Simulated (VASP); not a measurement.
# Ta4Ga (Im-3m) in VASP: notebook, part 2 of 2

VASP 6.6.1.

**4. Relaxation of cell and atoms, PBE**

INCAR reads:

```
SYSTEM = Ta4Ga
PREC = Accurate
ENCUT = 600
EDIFF = 1E-6
ISMEAR = 0
SIGMA = 0.1
LREAL = .False.
LASPH = .True.
NELM = 100
ALGO = Normal
ISIF = 3
LWAVE = .False.
LCHARG = .False.
GGA = PE
IBRION = 2
NSW = 90
EDIFFG = -0.04
```

KPOINTS reads:

```
Automatic mesh
0
Gamma
  4 4 4
  0 0 0
```

POSCAR reads:

```
Ta4Ga
1.0
   -2.7555420500      2.7555420500      2.7555420500
    2.7555420500     -2.7555420500      2.7555420500
    2.7555420500      2.7555420500     -2.7555420500
Ta Ga
4 1
Direct
    0.0000000000      0.0000000000      0.5000000000
    0.0000000000      0.5000000000      0.0000000000
    0.5000000000      0.0000000000      0.0000000000
    0.5000000000      0.5000000000      0.5000000000
    0.0000000000      0.0000000000      0.0000000000
```

Potentials or basis: VASP PAW PBE potentials, release 64 (Ta_pv, Ga_d).

Command:

```
> cat potpaw_PBE.64/Ta_pv/POTCAR potpaw_PBE.64/Ga_d/POTCAR > POTCAR
> mpirun -np 1 vasp_std > vasp.out
```

OUTCAR:

```text
SYSTEM = Ta4Ga
   PREC = Accurate
   ENCUT = 600
   EDIFF = 1E-6
   ISMEAR = 0
   LREAL = .False.
   LASPH = .True.
   NELM = 100
   ISIF = 3
   GGA = PE
   IBRION = 2
   NSW = 90
   EDIFFG = -0.04

 ion  position               nearest neighbor table
   1  0.000  0.000  0.500-   5 2.39   5 2.39   4 2.76   2 2.76   3 2.76   2 2.76   3 2.76   4 2.76

   2  0.000  0.500  0.000-   5 2.39   5 2.39   4 2.76   1 2.76   3 2.76   1 2.76   4 2.76   3 2.76

   3  0.500  0.000  0.000-   5 2.39   5 2.39   4 2.76   1 2.76   4 2.76   2 2.76   1 2.76   2 2.76

   4  0.500  0.500  0.500-   5 2.39   5 2.39   3 2.76   1 2.76   3 2.76   2 2.76   1 2.76   2 2.76

   5  0.000  0.000  0.000-   1 2.39   2 2.39   3 2.39   4 2.39   1 2.39   2 2.39   3 2.39   4 2.39

  LATTYP: Found a body centered cubic cell.
 ALAT       =     5.5110841000

  Lattice vectors:

 A1 = (  -2.7555420500,   2.7555420500,   2.7555420500)
 A2 = (   2.7555420500,  -2.7555420500,   2.7555420500)
[... 211 lines left out ...]
 cond. band min:       1.7441973015   @ k =   0.2500   0.2500   0.2500
 fundamental gap:      0.0890277724
 Fermi energy:         1.7329463764

 k-point     1 :       0.0000    0.0000    0.0000
  band No.  band energies     occupation
      1     -33.6223      2.00000
      2     -33.6223      2.00000
      3     -33.6223      2.00000
      4     -33.5933      2.00000
      5     -33.5933      2.00000
      6     -33.5933      2.00000
[... 401 lines left out ...]
--------------------------------------- Ionic step        5  -------------------------------------------

 number of electron      56.9999991 magnetization

 Free energy of the ion-electron system (eV)
  ---------------------------------------------------
  ext. energy  EPLUGINS =         0.00000000
  ---------------------------------------------------
  free energy    TOTEN  =       -45.19673069 eV

  energy without entropy =      -45.16995222  energy(sigma->0) =      -45.18334145

 E-fermi :   4.5625     XC(G=0): -11.5070

 val. band max:        4.5061026851   @ k =   0.2500   0.0000   0.0000
 cond. band min:       4.5739674122   @ k =   0.2500   0.2500   0.2500
 fundamental gap:      0.0678647271
 Fermi energy:         4.5624551057

 k-point     1 :       0.0000    0.0000    0.0000
  band No.  band energies     occupation
      1     -30.1894      2.00000
      2     -30.1894      2.00000
      3     -30.1894      2.00000
      4     -30.1052      2.00000
      5     -30.1052      2.00000
      6     -30.1052      2.00000
[... 317 lines left out ...]
  FREE ENERGIE OF THE ION-ELECTRON SYSTEM (eV)
  ---------------------------------------------------
  free  energy   TOTEN  =       -45.1967306899 eV

  energy  without entropy=      -45.1699522170  energy(sigma->0) =      -45.18334145

 reached required accuracy - stopping structural energy minimisation
```

OSZICAR:

```text
N       E                     dE             d eps       ncg     rms          rms(c)
DAV:   1     0.633599393737E+03    0.63360E+03   -0.33635E+04   592   0.248E+03
DAV:   2     0.115777760542E+02   -0.62202E+03   -0.61337E+03   568   0.647E+02
DAV:   3    -0.416780377192E+02   -0.53256E+02   -0.51805E+02   646   0.148E+02
[... 54 lines left out ...]
DAV:   3    -0.451968309049E+02    0.31055E-02   -0.12325E-02   644   0.767E-01    0.143E-01
DAV:   4    -0.451967968776E+02    0.34027E-04   -0.22333E-04   622   0.105E-01    0.110E-01
DAV:   5    -0.451967312878E+02    0.65590E-04   -0.22055E-04   678   0.834E-02    0.105E-02
DAV:   6    -0.451967314474E+02   -0.15958E-06   -0.14850E-05   604   0.300E-02    0.513E-03
DAV:   7    -0.451967306899E+02    0.75750E-06   -0.22203E-06   466   0.112E-02
   5 F= -.45196731E+02 E0= -.45183341E+02  d E =-.249903E+01
```

CONTCAR:

```text
Ta4Ga
   1.00000000000000
    -2.9610767206336059    2.9610767206336059    2.9610767206336059
     2.9610767206336059   -2.9610767206336059    2.9610767206336059
     2.9610767206336059    2.9610767206336059   -2.9610767206336059
  Ta              Ga
     4     1
Direct
     0.0000000000000000    0.0000000000000000    0.5000000000000000
     0.0000000000000000    0.5000000000000000    0.0000000000000000
     0.5000000000000000    0.0000000000000000    0.0000000000000000
     0.5000000000000000    0.5000000000000000    0.5000000000000000
     0.0000000000000000    0.0000000000000000    0.0000000000000000

  0.00000000E+00  0.00000000E+00  0.00000000E+00
  0.00000000E+00  0.00000000E+00  0.00000000E+00
  0.00000000E+00  0.00000000E+00  0.00000000E+00
  0.00000000E+00  0.00000000E+00  0.00000000E+00
  0.00000000E+00  0.00000000E+00  0.00000000E+00
```

Run time: 1.7 min. Hardware: 1 thread of AMD EPYC 9R45 (Zen 5), shared host; peak memory 0.22 GiB.

What came out:

```
Free energy                            : -45.1967 eV
Relaxed volume                         : 20.77 Å³/atom
Relaxed cell                           : a = 5.129 Å, b = 5.129 Å, c = 5.129 Å, α = 109.47°, β = 109.47°, γ = 109.47°
Space group after relaxing (to 0.05 Å) : Im-3m (No. 229)
Energy gained by relaxing              : 499.8 meV/atom
Ionic steps                            : 5
Pressure after relaxing                : 0.0 GPa
```

The path:
| step | energy change (eV) | largest force (eV/Å) | pressure (GPa) | volume (Å³) |
| --- | --- | --- | --- | --- |
| 1 | 0.0000 | 0.0000 | 47.65 | 83.69 |
| 2 | 3.7387 | 0.0000 | -24.45 | 159.64 |
| 3 | -2.4619 | 0.0000 | -3.88 | 106.87 |
| 4 | -2.4971 | 0.0000 | -0.91 | 104.53 |
| 5 | -2.4990 | 0.0000 | 0.02 | 103.85 |

Final structure:
```yaml
crystal:
  lattice:
    - [-2.96108, 2.96108, 2.96108]
    - [2.96108, -2.96108, 2.96108]
    - [2.96108, 2.96108, -2.96108]
  atoms:
    - { symbol: Ta, position: [0.00000, 0.00000, 0.50000] }
    - { symbol: Ta, position: [0.00000, 0.50000, 0.00000] }
    - { symbol: Ta, position: [0.50000, 0.00000, 0.00000] }
    - { symbol: Ta, position: [0.50000, 0.50000, 0.50000] }
    - { symbol: Ga, position: [0.00000, 0.00000, 0.00000] }
```

Caveat: the k points lie up to 0.38 Å⁻¹ apart in the final cell; the volume moved by over 15 % at a fixed basis, so the end points are rough; spin-orbit coupling is left out, which moves the levels of the heavy elements.

**5. Single point, PBE**

This run uses another cell than the first one, of 20.73 Å³/atom, 1.238 times its volume.

INCAR reads:

```
ALGO = Fast ; EDIFF = 1E-6
ENCUT = 520 ; GGA = PE
ISIF = 2 ; ISMEAR = 0
LASPH = True ; LCHARG = False
LREAL = False ; LWAVE = False
NBANDS = 36 ; NELM = 80
PREC = Accurate ; SIGMA = 0.1
```

KPOINTS reads:

```
k-points
0
Gamma
  10 10 10
```

POSCAR: that of step 4 with these lines changed.

```diff
@@ -2,5 +2,5 @@
 1.0
-   -2.7555420500      2.7555420500      2.7555420500
-    2.7555420500     -2.7555420500      2.7555420500
-    2.7555420500      2.7555420500     -2.7555420500
+   -2.9589544009      2.9589544009      2.9589544009
+    2.9589544009     -2.9589544009      2.9589544009
+    2.9589544009      2.9589544009     -2.9589544009
 Ta Ga
```

Command:

```
> cat potpaw_PBE.64/Ta_pv/POTCAR potpaw_PBE.64/Ga_d/POTCAR > POTCAR
> mpirun -np 1 vasp_std > vasp.out
```

Wall time 3.5 min (1 thread of AMD EPYC 9R45 (Zen 5), shared host); peak memory 0.3 GiB.

It converged, with:

- Free energy: -45.2691 eV
- Pressure: 0.0 GPa

Levels at points of the mesh, in eV from the Fermi level:
```
           k point  band 25  band 26  band 27  band 28  band 29  band 30  band 31  band 32  band 33  band 34
(0.00, 0.00, 0.00)    -1.72    -1.72     0.15     0.15     0.15     1.93     1.93     1.94     2.35     2.38
(0.50, 0.00, 0.00)    -1.11    -0.69    -0.68    -0.53    -0.08     0.76     0.79     0.81     1.34     1.48
(0.50, 0.50, 0.50)    -1.56    -1.56    -1.56    -0.49    -0.49     1.03     1.03     1.03     1.79     1.79
```

Caveat: spin-orbit coupling is left out, which moves the levels of the heavy elements.

**6. Relaxation of cell and atoms, PBE**

This run uses another cell than the first one, of 20.77 Å³/atom, 1.241 times its volume.

INCAR reads:

```
SYSTEM = Ta4Ga
PREC     = Accurate       ! precision mode
ENCUT    = 600            ! plane-wave cutoff, eV
EDIFF    = 1E-6           ! SCF threshold, eV
ISMEAR   = 0              ! smearing method
SIGMA    = 0.1            ! smearing width, eV
LREAL    = .FALSE.        ! projectors in reciprocal space
LASPH    = .TRUE.         ! aspherical terms in the spheres
NELM     = 80             ! most SCF steps
ALGO     = Fast           ! electronic algorithm
ISIF     = 3              ! what is computed and relaxed
LWAVE    = .FALSE.        ! write WAVECAR
LCHARG   = .FALSE.        ! write CHGCAR
GGA      = PE             ! functional
IBRION   = 2              ! ionic algorithm
NSW      = 100            ! ionic steps
EDIFFG   = -0.01          ! ionic threshold
```

KPOINTS reads:

```
regular mesh
0
G
  10 10 10
  0 0 0
```

POSCAR: that of step 5 with these lines changed.

```diff
@@ -2,5 +2,5 @@
 1.0
-   -2.9589544009      2.9589544009      2.9589544009
-    2.9589544009     -2.9589544009      2.9589544009
-    2.9589544009      2.9589544009     -2.9589544009
+   -2.9608362141      2.9608362141      2.9608362141
+    2.9608362141     -2.9608362141      2.9608362141
+    2.9608362141      2.9608362141     -2.9608362141
 Ta Ga
```

Potentials or basis: VASP PAW PBE potentials, release 64 (Ta_pv, Ga_d).

Command:

```
> cat potpaw_PBE.64/Ta_pv/POTCAR potpaw_PBE.64/Ga_d/POTCAR > POTCAR
> mpirun -np 1 vasp_std > vasp.out
```

Run time: 7.2 min. Hardware: 1 thread of AMD EPYC 9R45 (Zen 5), shared host; peak memory 0.35 GiB.

Results (log left out):

- Free energy: -45.2697 eV
- Relaxed volume: 20.74 Å³/atom
- Relaxed cell: a = 5.126 Å, b = 5.126 Å, c = 5.126 Å, α = 109.47°, β = 109.47°, γ = 109.47°
- Space group after relaxing (to 0.05 Å): Im-3m (No. 229)
- Energy gained by relaxing: 0.0 meV/atom
- Ionic steps: 3
- Pressure after relaxing: 0.0 GPa

Final structure:
```
Ta Ga
1.0
    -2.95967    2.95967    2.95967
     2.95967   -2.95967    2.95967
     2.95967    2.95967   -2.95967
Ta Ga
4 1
Direct
  0.00000 0.00000 0.50000
  0.00000 0.50000 0.00000
  0.50000 0.00000 0.00000
  0.50000 0.50000 0.50000
  0.00000 0.00000 0.00000
```

Levels at points of the mesh, in eV from the Fermi level:
| k point | band 25 | band 26 | band 27 | band 28 | band 29 | band 30 | band 31 | band 32 | band 33 | band 34 |
| --- | --- | --- | --- | --- | --- | --- | --- | --- | --- | --- |
| (0.00, 0.00, 0.00) | -1.72 | -1.72 | 0.15 | 0.15 | 0.15 | 1.93 | 1.93 | 1.93 | 2.34 | 2.34 |
| (0.50, 0.00, 0.00) | -1.11 | -0.69 | -0.68 | -0.53 | -0.08 | 0.76 | 0.79 | 0.81 | 1.34 | 1.48 |
| (0.50, 0.50, 0.50) | -1.56 | -1.56 | -1.56 | -0.49 | -0.49 | 1.03 | 1.03 | 1.03 | 1.78 | 1.78 |

Caveat: spin-orbit coupling is left out, which moves the levels of the heavy elements.

**7. Overview**

```csv
task,cell,k mesh,cutoff (eV),gap on the mesh (eV),pressure (GPa),relaxed volume (Å³/atom)
single point,"a = 4.773 Å, angles 109.5°, 5 atoms",4 × 4 × 4,520,none,47.6,-
single point,"a = 5.128 Å, angles 109.5°, 5 atoms",4 × 4 × 4,520,none,0.0,-
relaxation of cell and atoms,"relaxed from a = 4.773 Å, angles 109.5°, 5 atoms",4 × 4 × 4,600,none,0.0,20.77
single point,"a = 5.125 Å, angles 109.5°, 5 atoms",10 × 10 × 10,520,none,0.0,-
relaxation of cell and atoms,"relaxed from a = 5.128 Å, angles 109.5°, 5 atoms",10 × 10 × 10,600,none,0.0,20.74
```

Alike in all rows: level PBE; potentials or basis VASP PAW PBE potentials, release 64 (Ta_pv, Ga_d); no spin polarisation; smearing gaussian 0.1 eV.

Caveats: some runs use coarse meshes; spin-orbit coupling is left out, which moves the levels of the heavy elements; the volume moved by over 15 % at a fixed basis, so the end points are rough (some runs).

Total energies depend on the potentials used, so only differences within one code and one set of settings carry meaning.
